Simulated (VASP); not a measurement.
Wanted: the native input for a VASP 6.6.1 run.

```
Task                   : single point
Functional             : PBEsol
Potentials or basis    : VASP PAW PBE potentials, release 64 (Al)
Cutoff                 : 520 eV
k mesh                 : 20 × 20 × 20
Occupations            : gaussian, width 0.15 eV
Spin                   : no spin polarisation
Dipole correction      : no
Further INCAR settings : ALGO = Fast; EDIFF = 1e-06; NBANDS = 8
```

The structure of Al lies in POSCAR:

```
Al
1.0
   -0.0505995000      2.0239800000      2.0239800000
    2.0239800000     -0.0505995000      2.0239800000
    1.9733805000      1.9733805000      0.0000000000
Al
1
Direct
    0.0000000000      0.0000000000      0.0000000000
```

This cell differs from its parent crystal: strain -0.0500 x Voigt [0, 0, 0, 0, 0, 1].

These files were run (other wordings do the same):

INCAR

```
PREC = Accurate ; ENCUT = 520
EDIFF = 1E-6 ; ISMEAR = 0
SIGMA = 0.15 ; LREAL = F
LASPH = T ; NELM = 100
ALGO = Fast ; ISIF = 2
LWAVE = F ; LCHARG = F
GGA = PS ; NBANDS = 8
```

KPOINTS

```
Automatic mesh
0
Gamma
  20 20 20
```

Potentials or basis: VASP PAW PBE potentials, release 64 (Al).

Launch:

```sh
$ cat potpaw_PBE.64/Al/POTCAR > POTCAR
$ mpirun -np 1 vasp_std > vasp.out
```

It gave:

| Property | Result |
| --- | --- |
| Pressure | -1.6 GPa |
| Band gap on the k mesh | zero (an odd number of electrons rules out a gap without spin polarisation) |

Caveat: the cell differs from its parent crystal (strain -0.0500 x Voigt [0, 0, 0, 0, 0, 1]); the PAW data sets were made with another functional, which shifts forces and pressure a little.

It took 110 s on 1 thread of Intel Xeon 8259CL (shared host), peak memory 0.25 GiB.
